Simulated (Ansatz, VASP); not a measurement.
# PbS in VASP and in Ansatz

```xyz
4
Lattice="11.2983 0.0000 0.0000 0.0000 3.0044 3.0062 0.0000 -3.0044 3.0062" Properties=species:S:1:pos:R:3 pbc="T T T"
Pb    7.0567   -1.5022    3.0461
Pb    4.2416    1.5022    3.0461
S     6.9335    1.5022    3.0925
S     4.3648   -1.5022    3.0925
```

Alike in both runs: task single point; functional PBEsol; k mesh 1 × 3 × 3; no spin polarisation.

```csv
,VASP,Ansatz
version,VASP 6.6.1,Ansatz 0.2.0
potentials or method,"VASP PAW PBE potentials, release 64 (Pb_d, S), cutoff 520 eV","plane waves, PAW"
occupations,"gaussian, width 0.01 eV",fixed
valence electrons in the cell,40,40
```

```tsv
	VASP	Ansatz	Ansatz less VASP
gap on the k mesh at the Fermi level (eV)	2.20	2.20	-0.003
```

VASP's potentials were made for PBE, not for PBEsol.

The k mesh is coarse, so the values compare programs but aren't converged. Spin-orbit coupling is off throughout.
